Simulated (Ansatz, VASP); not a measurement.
## AlGa3N4 in VASP and in Ansatz

Contents of POSCAR:

```
AlGa3N4
1.0
    4.3537108409      0.0000000000      0.0000000000
    0.0000000000      4.3537108409      0.0000000000
    0.0000000000      0.0000000000      4.4653444522
Al Ga N
1 3 4
Direct
    0.0000000000      0.0000000000      0.0000000000
    0.5000000000      0.5000000000      0.0000000000
    0.5000000000      0.0000000000      0.5000000000
    0.0000000000      0.5000000000      0.5000000000
    0.7553510553      0.7553510553      0.2446489447
    0.7553510553      0.2446489447      0.7553510553
    0.2446489447      0.7553510553      0.7553510553
    0.2446489447      0.2446489447      0.2446489447
```

Contents of INCAR.step1:

```
  ALGO = Normal
  EDIFF = 1E-5
  ENCUT = 910
  GGA = PE
  GGA_COMPAT = False
  ISMEAR = 0
  LASPH = True
  LCHARG = False
  LREAL = False
  LWAVE = True
  NBANDS = 41
  NELM = 120
  PREC = Accurate
  SIGMA = 0.05
```

The input INCAR.step2:

```
  ALGO = Normal
  EDIFF = 1E-6
  ENCUT = 910
  GGA_COMPAT = False
  ISIF = 2
  ISMEAR = 0
  ISTART = 1
  LASPH = True
  LCHARG = False
  LMIXTAU = True
  LREAL = False
  LWAVE = False
  METAGGA = R2SCAN
  NBANDS = 41
  NELM = 120
  PREC = Accurate
  SIGMA = 0.05
```

KPOINTS

```
k-points
0
Gamma
  6 6 6
```

Input for Ansatz:

```yaml
crystal:
  lattice:
    - [4.3537108409, 0.0, 0.0]
    - [0.0, 4.3537108409, 0.0]
    - [0.0, 0.0, 4.4653444522]
  atoms:
    - { symbol: Al, position: [0.0, 0.0, 0.0] }
    - { symbol: Ga, position: [0.5, 0.5, 0.0] }
    - { symbol: Ga, position: [0.5, 0.0, 0.5] }
    - { symbol: Ga, position: [0.0, 0.5, 0.5] }
    - { symbol: "N", position: [0.7553510553, 0.7553510553, 0.2446489447] }
    - { symbol: "N", position: [0.7553510553, 0.2446489447, 0.7553510553] }
    - { symbol: "N", position: [0.2446489447, 0.7553510553, 0.7553510553] }
    - { symbol: "N", position: [0.2446489447, 0.2446489447, 0.2446489447] }
basis:
  ecutwfc: 500
kpoints:
  mp_grid: { grid: [6, 6, 6] }
hamiltonian:
  xc: r2scan
scf:
  occupations: { method: gaussian, width: 0.05 }
output:
  forces: true
  stress: true
  eigenvalues: true
```

Change from the starting cell: strain -0.025 along x and y, +0.000 along z, atoms carried along.

Alike in both runs: task single point; functional r2SCAN; k mesh 6 × 6 × 6; occupations gaussian, width 0.05 eV; no spin polarisation.

|  | VASP | Ansatz |
| --- | --- | --- |
| version | VASP 6.6.1 | Ansatz 0.2.0 |
| potentials or method | VASP PAW PBE potentials, release 64 (Al, Ga_d, N_h), cutoff 910 eV | scalar-relativistic, plane waves, PAW |
| valence electrons in the cell | 62 | 62 |

```csv
,VASP,Ansatz,Ansatz less VASP
gap on the k mesh at the Fermi level (eV),3.14,3.15,+0.004
least direct gap on the mesh (eV),3.14,3.15,+0.004
rms of the force components (eV/Å),0.042,0.013,-0.0296
```

VASP's potentials were made for PBE, not for r2SCAN. Atom by atom the forces differ by 0.036 eV/Å (rms over components).

Noted on VASP's run: the cutoff is under 1.25 times that of the potentials, so the pressure is a little rough.
